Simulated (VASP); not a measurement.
# BN (Fmm2) in VASP: notebook

Runs on BN. Level: PBEsol. Tasks: single point.

Program: VASP 6.6.1. These are calculated values, not measurements. Logs are shortened: lines on timing, memory, paths and dates and some standing lists are left out, and cuts for length are marked.

**1. The cell of the first run**

Symmetry: Fmm2, No. 42, orthorhombic system. The conventional cell has a = 2.503 Å, b = 6.991 Å, c = 4.332 Å, α = 90.00°, β = 90.00°, γ = 90.00°. B (site symmetry mm2) has 3 N at 1.38 to 1.59 Å within 1.8 Å. Within 1.8 Å of N (site symmetry mm2) lie 3 B at 1.38 to 1.59 Å.

**2. Single point, PBEsol (all B atoms moved +0.150 Å, as atom 1 along Cartesian [0 0 1])**

The input, INCAR:

```
SYSTEM = BN
PREC = Accurate
ENCUT = 520
EDIFF = 1E-6
ISMEAR = 0
SIGMA = 0.05
LREAL = .FALSE.
LASPH = .TRUE.
NELM = 100
ALGO = Normal
ISIF = 2
LWAVE = .FALSE.
LCHARG = .FALSE.
GGA = PS
NBANDS = 11
```

The input, KPOINTS:

```
regular mesh
0
G
  12 12 12
  0 0 0
```

The input, POSCAR:

```
BN
1.0
    0.0000000000      3.4953158300      2.1660912400
    1.2516321000      0.0000000000      2.1660912400
    1.2516321000      3.4953158300      0.0000000000
B N
1 1
Direct
    0.0346732303      0.0346732303      0.9653267697
    0.6666513400      0.6666513400      0.3333486600
```

Potentials or basis: VASP PAW PBE potentials, release 64 (B, N).

Run with:

```console
> cat potpaw_PBE.64/B/POTCAR potpaw_PBE.64/N/POTCAR > POTCAR
> mpirun -np 1 vasp_std > vasp.out
```

OUTCAR:

```text
SYSTEM = BN
   PREC = Accurate
   ENCUT = 520
   EDIFF = 1E-6
   ISMEAR = 0
   LREAL = .FALSE.
   LASPH = .TRUE.
   NELM = 100
   ISIF = 2
   GGA = PS

 ion  position               nearest neighbor table
   1  0.035  0.035  0.965-   2 1.38   2 1.38   2 1.59
   2  0.667  0.667  0.333-   1 1.38   1 1.38   1 1.59

  LATTYP: Found a face centered orthorhombic cell.
 ALAT       =     2.5032642000
 B/A-ratio  =     1.7306133647
 C/A-ratio  =     2.7926064137

  Lattice vectors:

 A1 = (   0.0000000000,   3.4953158300,   2.1660912400)
 A2 = (  -1.2516321000,   3.4953158300,   0.0000000000)
 A3 = (  -1.2516321000,   0.0000000000,   2.1660912400)

Analysis of symmetry for initial positions (statically):
=====================================================================
 Subroutine PRICEL returns:
 Original cell was already a primitive cell.

 Routine SETGRP: Setting up the symmetry group for a
 face centered orthorhombic supercell.

 Subroutine GETGRP returns: Found  4 space group operations
 (whereof  4 operations were pure point group operations)
 out of a pool of  8 trial point group operations.

The static configuration has the point symmetry C_2v.

Analysis of symmetry for dynamics (positions and initial velocities):
=====================================================================
 Subroutine PRICEL returns:
 Original cell was already a primitive cell.

 Routine SETGRP: Setting up the symmetry group for a
 face centered orthorhombic supercell.

 Subroutine GETGRP returns: Found  4 space group operations
 (whereof  4 operations were pure point group operations)
 out of a pool of  8 trial point group operations.

The dynamic configuration has the point symmetry C_2v.

 Subroutine INISYM returns: Found  4 space group operations
 (whereof  4 operations are pure point group operations),
 and found     1 'primitive' translations

----------------------------------------------------------------------------------------

                                     Primitive cell

  volume of cell :      18.9526

  direct lattice vectors                    reciprocal lattice vectors
     0.000000000  3.495315830  2.166091240    -0.399478409  0.143048590  0.230830535
     1.251632100  0.000000000  2.166091240     0.399478409 -0.143048590  0.230830535
     1.251632100  3.495315830  0.000000000     0.399478409  0.143048590 -0.230830535

  length of vectors
     4.112077822  2.501706252  3.712656147     0.483041027  0.483041027  0.483041027

  position of ions in fractional coordinates (direct lattice)
     0.034673230  0.034673230  0.965326770
     0.666651340  0.666651340  0.333348660

  ion indices of the primitive-cell ions
   primitive index   ion index
                 1           1
                 2           2

----------------------------------------------------------------------------------------

 KPOINTS: regular mesh

Automatic generation of k-mesh.
 Grid dimensions read from file:
 generate k-points for:   12   12   12

 Generating k-lattice:

  Cartesian coordinates                     Fractional coordinates (reciprocal lattice)
    -0.033289867  0.011920716  0.019235878     0.083333333  0.000000000  0.000000000
     0.033289867 -0.011920716  0.019235878     0.000000000  0.083333333  0.000000000
     0.033289867  0.011920716 -0.019235878     0.000000000  0.000000000  0.083333333

  Length of vectors
     0.040253419  0.040253419  0.040253419

  Shift w.r.t. Gamma in fractional coordinates (k-lattice)
     0.000000000  0.000000000  0.000000000

 Subroutine IBZKPT returns following result:
 ===========================================

 Found    280 irreducible k-points:

 Following reciprocal coordinates:
            Coordinates               Weight
  0.000000  0.000000  0.000000      1.000000
  0.083333  0.000000 -0.000000      8.000000
  0.166667  0.000000 -0.000000      8.000000
  0.250000  0.000000  0.000000      8.000000
  0.333333  0.000000  0.000000      8.000000
  0.416667  0.000000 -0.000000      8.000000
[... 16 lines left out ...]
  0.500000  0.166667  0.000000      8.000000
 -0.416667  0.166667  0.000000      8.000000
 [... further k-points ...]
   k-points           NKPTS =    280   k-points in BZ     NKDIM =    280   number of bands    NBANDS=     11
   number of dos      NEDOS =    301   number of ions     NIONS =      2
   total plane-waves  NPLWV =  17920
   dimension x,y,z NGX =    32 NGY =   20 NGZ =   28
   dimension x,y,z NGXF=    64 NGYF=   40 NGZF=   56
   ions per type =               1   1
   NGX,Y,Z   is equivalent  to a cutoff of  12.94, 13.29, 12.54 a.u.
   NGXF,Y,Z  is equivalent  to a cutoff of  25.87, 26.58, 25.08 a.u.
 SYSTEM =  BN
   PREC   = accura    normal or accurate (medium, high low for compatibility)
   ISTART =      0    job   : 0-new  1-cont  2-samecut
   ICHARG =      2    charge: 1-file 2-atom 10-const
   ISPIN  =      1    spin polarized calculation?
   LNONCOLLINEAR =      F non collinear calculations
   LSORBIT =      F    spin-orbit coupling
   LASPH  =      T    aspherical Exc in radial PAW
   ENCUT  =  520.0 eV  38.22 Ry    6.18 a.u.   7.65  4.65  6.90*2*pi/ulx,y,z
   NELM   =    100;   NELMIN=  2; NELMDL= -5     # of ELM steps
   EDIFF  = 0.1E-05   stopping-criterion for ELM
   LREAL  =      F    real-space projection
   EDIFFG = 0.1E-04   stopping-criterion for IOM
   NSW    =      0    number of steps for IOM
   IBRION =     -1    ionic relax: 0-MD 1-quasi-New 2-CG
   NFREE  =      0    steps in history (QN), initial steepest desc. (CG)
   ISIF   =      2    stress and relaxation
   ISYM   =      2    0-nonsym 1-usesym 2-fastsym
   POTIM  = 0.5000    time-step for ionic-motion
   TEBEG  =    0.0;   TEEND  =   0.0 temperature during run
   PSTRESS=    0.0 pullay stress
   NELECT =       8.0000    total number of electrons
   NUPDOWN=      -1.0000    fix difference up-down
   EMIN   =  10.00;   EMAX   =-10.00  energy-range for DOS
   EFERMI =   0.00;   METHOD = LEGACY
   ISMEAR =     0;   SIGMA  =   0.05  broadening in eV -4-tet -1-fermi 0-gaus
   EFERMI_NEDOS =   21; number of points for ismear=-14 and -15
   IALGO  =     38    algorithm
   IMIX   =      4    mixing-type and parameters
     AMIX     =   0.40;   BMIX     =  1.00
     AMIX_MAG =   1.60;   BMIX_MAG =  1.00
  volume/ion in A,a.u.               =       9.48        63.95
  Fermi-wavevector in a.u.,A,eV,Ry     =   1.228047  2.320672 20.518928  1.508099
  Thomas-Fermi vector in A             =   2.362987
   LORBIT       =      0    0 simple, 1 ext, 2 COOP (PROOUT), +10 PAW based schemes
   GGA     = PS    functional components
   LHFCALC =     F    Hartree Fock is set to
   AEXX    =    0.0000 exact exchange contribution
   IVDW    =     0    specifies the selected vdW correction
   LEPSILON=     F    determine dielectric tensor
   LRPA    =     F    only Hartree local field effects (RPA)
 non-spin polarized calculation
 Gauss-broadening in eV      SIGMA  =   0.05
  energy-cutoff  :      520.00
  volume of cell :       18.95
 maximum number of plane-waves:       529
   NGX = 15   NGY =  9   NGZ = 13

 number of electron       8.0000000 magnetization

 Free energy of the ion-electron system (eV)
  ---------------------------------------------------
  ext. energy  EPLUGINS =         0.00000000
  ---------------------------------------------------
  free energy    TOTEN  =       -17.88549532 eV

  energy without entropy =      -17.88549532  energy(sigma->0) =      -17.88549532

 E-fermi :   2.5028     XC(G=0):  -9.9521

 val. band max:        2.2284683184   @ k =   0.5000   0.0000   0.5000
 cond. band min:       5.9448465682   @ k =   0.5000   0.0000   0.0000
 fundamental gap:      3.7163782499
 Fermi energy:         2.5027868889

 k-point     1 :       0.0000    0.0000    0.0000
  band No.  band energies     occupation
      1     -15.9519      2.00000
      2      -2.6735      2.00000
      3      -1.2338      2.00000
      4       2.2118      2.00000
      5       6.5456      0.00000
      6      11.2456      0.00000
      7      14.9253      0.00000
      8      15.9229      0.00000
      9      16.4187      0.00000
     10      27.0101      0.00000
     11      28.3970      0.00000

 k-point     2 :       0.0833    0.0000   -0.0000
  band No.  band energies     occupation
      1     -15.8180      2.00000
      2      -2.5344      2.00000
      3      -1.6102      2.00000
      4       1.8054      2.00000
      5       6.8508      0.00000
      6      11.5190      0.00000
      7      14.3794      0.00000
      8      15.7235      0.00000
      9      17.2457      0.00000
     10      27.0396      0.00000
     11      27.4461      0.00000

 k-point     3 :       0.1667    0.0000   -0.0000
  band No.  band energies     occupation
      1     -15.4249      2.00000
      2      -2.6251      2.00000
      3      -2.1083      2.00000
      4       0.8625      2.00000
      5       7.6714      0.00000
      6      11.9365      0.00000
      7      12.9590      0.00000
      8      16.3592      0.00000
      9      18.5466      0.00000
     10      24.5180      0.00000
     11      27.9835      0.00000

 k-point     4 :       0.2500    0.0000    0.0000
  band No.  band energies     occupation
      1     -14.8036      2.00000
      2      -4.0125      2.00000
      3      -1.4165      2.00000
      4      -0.1589      2.00000
      5       8.7494      0.00000
      6      11.0664      0.00000
      7      12.2052      0.00000
      8      18.0057      0.00000
      9      19.8815      0.00000
     10      22.3518      0.00000
     11      26.7641      0.00000
[... 239 lines left out ...]
 k-point    22 :       0.4167    0.1667    0.0000
  band No.  band energies     occupation
      1     -13.6373      2.00000
      2      -5.3898      2.00000
      3      -2.6717      2.00000
      4      -0.0496      2.00000
      5       8.7748      0.00000
      6      11.1453      0.00000
      7      13.4050      0.00000
      8      17.8998      0.00000
      9      19.1783      0.00000
     10      23.0169      0.00000
     11      25.1387      0.00000

 k-point    23 :       0.5000    0.1667    0.0000
  band No.  band energies     occupation
      1     -12.9451      2.00000
      2      -6.5273      2.00000
      3      -3.0795      2.00000
      4       0.8780      2.00000
      5       7.0721      0.00000
      6      12.4436      0.00000
      7      14.0654      0.00000
      8      17.2981      0.00000
      9      19.8545      0.00000
     10      22.6854      0.00000
     11      24.5697      0.00000

 k-point    24 :      -0.4167    0.1667    0.0000
  band No.  band energies     occupation
      1     -12.6687      2.00000
      2      -6.9669      2.00000
      3      -3.1713      2.00000
      4       1.3710      2.00000
      5       6.1258      0.00000
      6      12.9265      0.00000
      7      15.0265      0.00000
      8      16.9003      0.00000
      9      20.0875      0.00000
     10      22.6481      0.00000
     11      23.6895      0.00000

 [... further k-points ...]

------------------------ aborting loop because EDIFF is reached ----------------------------------------

  FORCE on cell =-STRESS in cart. coord.  units (eV):
  Direction    XX          YY          ZZ          XY          YZ          ZX
  --------------------------------------------------------------------------------------
  -------------------------------------------------------------------------------------
  Total        3.1165152     -0.0058582     -0.4074737      0.0000000      0.0000000      0.0000000
  in kB      263.4571415     -0.4952305    -34.4461179      0.0000000      0.0000000      0.0000000
  external PRESSURE =      76.1719310 kB  Pullay stress =       0.0000000 kB

 VOLUME and BASIS-vectors are now :
 -----------------------------------------------------------------------------
  energy-cutoff  :      520.00
  volume of cell :       18.95
      direct lattice vectors                 reciprocal lattice vectors
     0.000000000  3.495315830  2.166091240    -0.399478409  0.143048590  0.230830535
     1.251632100  0.000000000  2.166091240     0.399478409 -0.143048590  0.230830535
     1.251632100  3.495315830  0.000000000     0.399478409  0.143048590 -0.230830535

 POSITION                                       TOTAL-FORCE (eV/Angst)
 -----------------------------------------------------------------------------------
      1.25163      3.49532      0.15021         0.000000      0.000000     -4.826633
      1.25163      3.49532      2.88806         0.000000      0.000000      4.826633
 -----------------------------------------------------------------------------------
    total drift:                                0.000007     -0.000010      0.000044

  FREE ENERGIE OF THE ION-ELECTRON SYSTEM (eV)
  ---------------------------------------------------
  free  energy   TOTEN  =       -17.8854953239 eV

  energy  without entropy=      -17.8854953239  energy(sigma->0) =      -17.88549532
```

It took 2.9 min on 1 thread of AMD EPYC 7R13, shared host; peak memory 0.15 GiB.

Results:

```
Free energy            : -17.8855 eV
Pressure               : 7.6 GPa
Largest force          : 4.827 eV/Å
Band gap on the k mesh : 3.72 eV, indirect (least direct gap 4.33 eV)
```

Forces in eV/Å, atoms in the order of the input:
```
B    0.000  0.000 -4.827
N    0.000  0.000  4.827
```

Levels at points of the mesh, in eV from the valence-band top:
| k point | band 2 | band 3 | band 4 | band 5 | band 6 | band 7 |
| --- | --- | --- | --- | --- | --- | --- |
| (0.00, 0.00, 0.00) | -4.90 | -3.46 | -0.02 | 4.32 | 9.02 | 12.70 |
| (0.50, 0.00, 0.00) | -9.50 | -3.89 | -1.17 | 3.72 | 8.85 | 12.74 |
| (0.50, 0.50, 0.00) | -9.11 | -5.56 | -1.46 | 6.74 | 8.76 | 11.93 |
| (0.50, 0.00, 0.50) | -6.57 | -3.48 | 0.00 | 8.90 | 9.10 | 11.73 |
| (0.00, 0.50, 0.50) | -8.92 | -5.59 | -2.41 | 4.54 | 9.35 | 13.62 |

Caveat: the cell differs from its parent crystal (all B atoms moved +0.150 Å, as atom 1 along Cartesian [0 0 1]); the PAW data sets were made with another functional, which shifts forces and pressure a little.

**3. Single point, PBEsol (all B atoms moved -0.075 Å, as atom 1 along Cartesian [0 0 1])**

The input, INCAR:

```
  PREC = Accurate
  ENCUT = 520
  EDIFF = 1E-6
  ISMEAR = 0
  SIGMA = 0.05
  LREAL = False
  LASPH = True
  NELM = 80
  ALGO = Normal
  ISIF = 2
  LWAVE = False
  LCHARG = True
  GGA = PS
  LELF = True
  LVHAR = True
  NBANDS = 11
```

The input, KPOINTS:

```
regular mesh
0
Gamma
  12 12 12
```

Edit POSCAR of step 2 so:

```diff
@@ -8,3 +8,3 @@
 Direct
-    0.0346732303      0.0346732303      0.9653267697
+   -0.0172636401     -0.0172636401      1.0172636401
     0.6666513400      0.6666513400      0.3333486600
```

Potentials or basis: VASP PAW PBE potentials, release 64 (B, N).

Run with:

```console
> cat potpaw_PBE.64/B/POTCAR potpaw_PBE.64/N/POTCAR > POTCAR
> mpirun -np 1 vasp_std > vasp.out
```

OUTCAR:

```text
PREC = Accurate
   ENCUT = 520
   EDIFF = 1E-6
   ISMEAR = 0
   LREAL = False
   LASPH = True
   NELM = 80
   ISIF = 2
   GGA = PS

 ion  position               nearest neighbor table
   1  0.983  0.983  0.017-   2 1.37   2 1.48   2 1.48
   2  0.667  0.667  0.333-   1 1.37   1 1.48   1 1.48

  LATTYP: Found a face centered orthorhombic cell.
 ALAT       =     2.5032642000
 B/A-ratio  =     1.7306133647
 C/A-ratio  =     2.7926064137

  Lattice vectors:

[... 520 lines left out ...]

 [... further k-points ...]

------------------------ aborting loop because EDIFF is reached ----------------------------------------

  FORCE on cell =-STRESS in cart. coord.  units (eV):
  Direction    XX          YY          ZZ          XY          YZ          ZX
  --------------------------------------------------------------------------------------
  -------------------------------------------------------------------------------------
  Total       -0.5844557      0.0163838      1.6681046      0.0000000      0.0000000      0.0000000
  in kB      -49.4074346      1.3850158    141.0145722      0.0000000      0.0000000      0.0000000
  external PRESSURE =      30.9973844 kB  Pullay stress =       0.0000000 kB

 VOLUME and BASIS-vectors are now :
 -----------------------------------------------------------------------------
  energy-cutoff  :      520.00
  volume of cell :       18.95
      direct lattice vectors                 reciprocal lattice vectors
     0.000000000  3.495315830  2.166091240    -0.399478409  0.143048590  0.230830535
     1.251632100  0.000000000  2.166091240     0.399478409 -0.143048590  0.230830535
     1.251632100  3.495315830  0.000000000     0.399478409  0.143048590 -0.230830535

 POSITION                                       TOTAL-FORCE (eV/Angst)
 -----------------------------------------------------------------------------------
      1.25163      3.49532      4.25739         0.000000      0.000000      3.542660
      1.25163      3.49532      2.88806         0.000000      0.000000     -3.542660
 -----------------------------------------------------------------------------------
    total drift:                                0.000006     -0.000012     -0.000183

  FREE ENERGIE OF THE ION-ELECTRON SYSTEM (eV)
  ---------------------------------------------------
  free  energy   TOTEN  =       -18.1551183024 eV

  energy  without entropy=      -18.1551183024  energy(sigma->0) =      -18.15511830
```

stdout:

```text
POSCAR found type information on POSCAR B N
 POSCAR found :  2 types and       2 ions
 scaLAPACK will be used
 -----------------------------------------------------------------------------
|                                                                             |
|                                                                             |
|     You enforced a specific xc type in the INCAR file but a different       |
|     I HOPE YOU KNOW WHAT YOU ARE DOING!                                     |
|                                                                             |
 -----------------------------------------------------------------------------

 LDA part: xc-table for (Slater+PW92), standard interpolation
 POSCAR, INCAR and KPOINTS ok, starting setup
 FFT: planning ... GRIDC
 FFT: planning ... GRID_SOFT
 FFT: planning ... GRID
 WAVECAR not read
 entering main loop
```

Wall time 3.1 min (1 thread of AMD EPYC 7R13, shared host); peak memory 0.15 GiB.

Results:

```yaml
Free_energy: -18.1551 eV
Pressure: 3.1 GPa
Largest_force: 3.543 eV/Å
Band_gap_on_the_k_mesh: 3.27 eV, indirect (least direct gap 4.36 eV)
```

Forces in eV/Å, atoms in the order of the input:
```
B    0.000  0.000  3.543
N    0.000  0.000 -3.543
```

Caveat: the cell differs from its parent crystal (all B atoms moved -0.075 Å, as atom 1 along Cartesian [0 0 1]); the PAW data sets were made with another functional, which shifts forces and pressure a little.

[end of part 1 of 2]
